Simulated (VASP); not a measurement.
A run of VASP 6.6.1:

The input INCAR:

```
PREC = Accurate
ENCUT = 750
EDIFF = 1E-7
ISMEAR = 0
SIGMA = 0.01
LREAL = F
LASPH = T
NELM = 120
ALGO = Normal
ISIF = 3
LWAVE = F
LCHARG = F
GGA = PS
IBRION = 2
NSW = 100
EDIFFG = -0.002
PSTRESS = 10.0
GGA_COMPAT = F
NELMIN = 4
```

KPOINTS

```
regular mesh
0
Gamma
  8 8 8
```

File POSCAR:

```
LiBr
1.0
    0.0000000000      2.7061276536      2.7061276536
    2.7061276536      0.0000000000      2.7061276536
    2.7061276536      2.7061276536      0.0000000000
Li Br
1 1
Direct
    0.0000000000      0.0000000000      0.0000000000
    0.5000000000      0.5000000000      0.5000000000
```

Potentials or basis: VASP PAW PBE potentials, release 64 (Li_sv, Br).

Command:

```console
$ cat potpaw_PBE.64/Li_sv/POTCAR potpaw_PBE.64/Br/POTCAR > POTCAR
$ mpirun -np 1 vasp_std > vasp.out
```

Hardware: 1 thread of Intel(R) Xeon(R) 6975P-C (Granite Rapids) (shared host).

Problem. How long does it take, and how much memory?

Solution. It took 20 s on 1 thread of Intel(R) Xeon(R) 6975P-C (Granite Rapids), on a shared host, peak memory 0.21 GiB. Counts: scf iterations 29, k points 29, ion steps 3.
